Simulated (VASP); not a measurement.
A run of VASP 6.6.1:

The input INCAR:

```
  ALGO = Normal
  DIPOL = 0.5 0.5 0.343
  EDIFF = 1E-6
  ENCUT = 520
  GGA = PE
  IDIPOL = 3
  ISIF = 2
  ISMEAR = 0
  ISPIN = 2
  LASPH = T
  LCHARG = F
  LDIPOL = T
  LMAXMIX = 4
  LORBIT = 11
  LREAL = F
  LWAVE = F
  MAGMOM = 0 0 0 0 3 0 0 0
  NBANDS = 44
  NELM = 150
  PREC = Accurate
  SIGMA = 0.1
```

The input KPOINTS:

```
k-points
0
Gamma
  9 9 1
```

File POSCAR:

```
Ti3N5
1.0
    3.0028555063      0.0000000000      0.0000000000
   -1.5014277532      2.6005491524      0.0000000000
    0.0000000000      0.0000000000     24.1233847547
N Ti
5 3
Direct
    0.3333333333      0.6666666667      0.1658142106
    0.0000000000      0.0000000000      0.2674509120
    0.6666666667      0.3333333333      0.3654788005
    0.3333333333      0.6666666667      0.4611038156
    0.8888888889      0.1111111111      0.5170661116
    0.6666666667      0.3333333333      0.2166325614
    0.3333333333      0.6666666667      0.3190139885
    0.0000000000      0.0000000000      0.4290633808
```

Potentials or basis: VASP PAW PBE potentials, release 64 (N, Ti_sv).

Command:

```bash
$ cat potpaw_PBE.64/N/POTCAR potpaw_PBE.64/Ti_sv/POTCAR > POTCAR
$ mpirun -np 1 vasp_std > vasp.out
```

Hardware: 1 thread of Intel(R) Xeon(R) Platinum 8488C (Sapphire Rapids), with other jobs on the host.

Estimate the wall time of this run.

It took 13 min on 1 thread of Intel(R) Xeon(R) Platinum 8488C (Sapphire Rapids), with other jobs on the host, peak memory 0.58 GiB. Counts: scf iterations 41, k points 25.
